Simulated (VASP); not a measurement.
Crystal: HfB.

```
Hf B
1.0
     2.38020    1.37421    1.46605
    -2.38020    1.37421    1.46605
     0.00000   -2.74842    1.46605
Hf B
1 1
Cartesian
  0.0000 0.0000 2.1991
  0.0000 0.0000 0.0000
```

The cell was built from a structure type or drawn by symmetry, and may not be a known phase.

- Program: VASP 6.6.1
- Task: relaxation of cell and atoms
- Functional: PBE
- Potentials or basis: VASP PAW PBE potentials, release 64 (Hf_pv, B)
- Cutoff: 600 eV
- k mesh: 6 × 6 × 6
- Occupations: gaussian, width 0.1 eV
- Spin: no spin polarisation

At the start: pressure -0.4 GPa; volume 14.39 Å³/atom.

Problem. How do energy, volume and symmetry change on relaxing?

Solution. Over 7 steps the energy falls by 209.8 meV/atom and the volume is 13.55 Å³/atom (-5.8 %); space group R-3m (No. 166, to 0.1 Å) before and after.

The path:
```csv
step,energy change (eV),largest force (eV/Å),pressure (GPa),volume (Å³)
1,0.0000,0.0000,-0.36,28.77
2,-0.3819,0.0000,-6.80,28.32
3,-0.3908,0.0000,-6.85,28.43
4,-0.3944,0.0000,6.59,26.05
5,-0.4184,0.0000,-0.39,27.16
6,-0.4184,0.0000,-0.27,27.14
7,-0.4195,0.0000,0.09,27.11
```

Final structure:
```
Hf B
1.0
     2.21512    1.27890    1.59475
    -2.21512    1.27890    1.59475
     0.00000   -2.55780    1.59475
Hf B
1 1
Direct
  0.50000 0.50000 0.50000
  0.00000 0.00000 0.00000
```
